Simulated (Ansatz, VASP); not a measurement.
Two plane-wave programs on AlP

```
Al P
1.0
     0.00000    2.73200    2.73200
     2.73200    0.00000    2.73200
     2.73200    2.73200    0.00000
Al P
1 1
Cartesian
  0.0000 0.0000 0.0000
  1.3660 1.3660 1.3660
```

Alike in both runs: task relaxation of cell and atoms; functional LDA; k mesh 8 × 8 × 8; occupations gaussian, width 0.02 eV; no spin polarisation.

```csv
,VASP,Ansatz
version,VASP 6.6.1,Ansatz 0.2.0
potentials or method,"VASP PAW LDA potentials, release 64 (Al, P), cutoff 500 eV","scalar-relativistic, plane waves, PAW"
valence electrons in the cell,8,8
```

```tsv
	VASP	Ansatz	Ansatz less VASP
gap on the k mesh at the Fermi level, each at its own relaxed structure (eV)	1.42	1.42	+0.003
relaxed volume (Å³/atom)	20.07	20.05	-0.013
relaxed cell length with the largest relative difference (Å)	3.843	3.842	-0.0009
```

Ansatz warns that its potentials were made for another functional, while VASP's fit it. LDA's correlation is that of Perdew and Zunger in VASP and of Perdew and Wang (1992) in Ansatz.
